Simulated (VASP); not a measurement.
Here is a VASP 6.6.1 calculation.

File POSCAR:

```
HfSi2
1.0
    1.8435652196     -7.4022000451      0.0000000000
    1.8435652196      7.4022000451      0.0000000000
    0.0000000000      0.0000000000      3.6655670937
Hf Si
2 4
Direct
    0.8935832797      0.1064167203      0.2500000000
    0.1064167203      0.8935832797      0.7500000000
    0.5525163995      0.4474836005      0.2500000000
    0.4474836005      0.5525163995      0.7500000000
    0.2503770429      0.7496229571      0.2500000000
    0.7496229571      0.2503770429      0.7500000000
```

INCAR.step1

```
  PREC = Accurate
  ENCUT = 550
  ISMEAR = 0
  SIGMA = 0.1
  LREAL = F
  LASPH = T
  NELM = 120
  NBANDS = 27
  GGA = PE
  ALGO = Normal
  EDIFF = 1E-5
  LWAVE = T
  LCHARG = F
  GGA_COMPAT = F
```

Contents of INCAR.step2:

```
  PREC = Accurate
  ENCUT = 550
  EDIFF = 1E-6
  ISMEAR = 0
  SIGMA = 0.1
  LREAL = F
  LASPH = T
  NELM = 120
  ALGO = Normal
  ISIF = 2
  LWAVE = F
  LCHARG = F
  METAGGA = R2SCAN
  LMIXTAU = T
  NBANDS = 27
  ISTART = 1
  GGA_COMPAT = F
```

The input KPOINTS:

```
Automatic mesh
0
Gamma
  10 10 10
```

Potentials or basis: VASP PAW PBE potentials, release 64 (Hf_pv, Si).

Launch:

```console
$ cat potpaw_PBE.64/Hf_pv/POTCAR potpaw_PBE.64/Si/POTCAR > POTCAR
$ cp INCAR.step1 INCAR
$ mpirun -np 1 vasp_std > vasp.out
$ cp INCAR.step2 INCAR
$ mpirun -np 1 vasp_std > vasp.out
```

Problem. Estimate the pressure.

Solution. -3.9 GPa.

Problem. Estimate the largest force.

Solution. 0.021 eV/Å.

Stress tensor (GPa, compression positive):
```
-3.88  0.00  0.00
 0.00 -3.82  0.00
 0.00  0.00 -3.94
```

Caveat: the cell stands under tension; the PAW data sets were made with another functional, which shifts forces and pressure a little.
